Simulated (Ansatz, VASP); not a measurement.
# Pt: VASP beside Ansatz

```xyz
2
Lattice="2.7252 -0.0364 0.0000 -1.3941 2.3783 0.0000 0.0000 0.0000 5.0519" Properties=species:S:1:pos:R:3 pbc="T T T"
Pt    1.3521    0.7685    3.7890
Pt   -0.0210    1.5734    1.2630
```

Change from the starting cell: engineering shear strain xy -0.0267, normal strain along z +0.0733.

Alike in both runs: task single point; functional PBEsol; k mesh 18 × 18 × 10; occupations gaussian, width 0.15 eV; no spin polarisation.

```csv
,VASP,Ansatz
version,VASP 6.6.1,Ansatz 0.2.0
potentials or method,"VASP PAW PBE potentials, release 64 (Pt), cutoff 520 eV","scalar-relativistic, plane waves, PAW"
valence electrons in the cell,20,36
```

```tsv
	VASP	Ansatz	Ansatz less VASP
gap on the k mesh at the Fermi level (eV)	none	none	-
pressure (GPa)	-13.8	-13.4	+0.36
traceless stress, the component that is largest in VASP (GPa)	-7.13	-7.06	+0.068
rms of the force components (eV/Å)	0.008	0.008	0.0000
```

VASP's potentials were made for PBE, not for PBEsol. Atom by atom the forces differ by 0.000 eV/Å (rms over components). A gap of «none» marks a metal or a gap that the smearing closes. VASP's potentials hold 20 valence electrons a cell and Ansatz's 36, so a difference there can come from the potentials and not from the codes.

Spin-orbit coupling is off throughout.
